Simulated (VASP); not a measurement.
Wanted: the native input for a VASP 6.6.1 run.

```
Task                   : single point
Functional             : LDA
Potentials or basis    : VASP PAW LDA potentials, release 64 (Al, O)
Cutoff                 : 520 eV
k mesh                 : 3 × 3 × 3
Occupations            : fermi-dirac, width 0.05 eV
Spin                   : no spin polarisation
Dipole correction      : no
Further INCAR settings : LREAL = Auto; ALGO = Normal; EDIFF = 1e-06; NBANDS = 73
```

The structure of Al32O (a cell with a defect) lies in POSCAR:

```
Al32O
1.0
    8.1000000000      0.0000000000      0.0000000000
    0.0000000000      8.1000000000      0.0000000000
    0.0000000000      0.0000000000      8.1000000000
Al O
32 1
Direct
    0.4996504938      0.0030613580     -0.0023043210
    0.7472158025      0.2505667901     -0.0022907407
    0.7539504938     -0.0037060494      0.2374327160
    0.0085614815     -0.0024737037      0.0031856790
    0.2515449383      0.2495291358      0.0016292593
    0.5007100000      0.4986919753      0.0016353086
    0.7527643210      0.7417239506      0.0031830864
    0.2514704938      0.0023285185      0.2527919753
    0.4971324691      0.2530509877      0.2491188889
    0.7479690123      0.4988032099      0.2527575309
    0.4934671605     -0.0268232099      0.4910301235
    0.7769367901      0.2567716049      0.4910348148
    0.7573240741     -0.0070935802      0.7594048148
   -0.0004485185      0.4995392593      0.0022065432
    0.2507130864      0.7507407407      0.0022067901
    0.0029793827      0.2477707407      0.2404495062
    0.2478581481      0.5023811111      0.2471137037
    0.5024820988      0.7472783951      0.2403756790
    0.0010449383     -0.0043193827      0.5005593827
    0.2374032099      0.2549386420      0.4986400000
    0.4952441975      0.5129991358      0.4986207407
    0.7546283951      0.7492634568      0.5005725926
    0.2472686420      0.0022762963      0.7477193827
    0.4920211111      0.2581786420      0.7462097531
    0.7480198765      0.5030598765      0.7477655556
    0.0030054321      0.7472854321      0.2488595062
    0.0039334568      0.5065348148      0.5026165432
    0.2436432099      0.7463488889      0.5026377778
   -0.0000561728      0.2487759259      0.7571958025
    0.2488059259      0.5014412346      0.7529272840
    0.5014630864      0.7503587654      0.7572388889
    0.0044882716      0.7457964198      0.7543137037
    0.6114011111      0.1387275309      0.5914192593
```

One way to write it, as run:

INCAR

```
SYSTEM = Al32O
PREC = Accurate ; ENCUT = 520
EDIFF = 1E-6 ; ISMEAR = -1
SIGMA = 0.05 ; LREAL = Auto
LASPH = .True. ; NELM = 100
ALGO = Normal ; ISIF = 2
LWAVE = .False. ; LCHARG = .False.
GGA = CA ; NBANDS = 73
```

KPOINTS

```
Automatic mesh
0
Gamma
  3 3 3
  0 0 0
```

Potentials or basis: VASP PAW LDA potentials, release 64 (Al, O).

The run is started by

```sh
$ cat potpaw_LDA.64/Al/POTCAR potpaw_LDA.64/O/POTCAR > POTCAR
$ mpirun -np 1 vasp_std > vasp.out
```

It gave:

```json
{
  "Pressure": "-2.3 GPa",
  "Largest force": "1.049 eV/Å",
  "Band gap on the k mesh": "zero (band 51 reaches 8.02 eV, above the bottom of band 52 at 7.61 eV)"
}
```

Run time: 17 min on 1 thread of AMD EPYC 7R43 64-Core Processor (Zen 3), with other jobs on the host, peak memory 0.55 GiB.
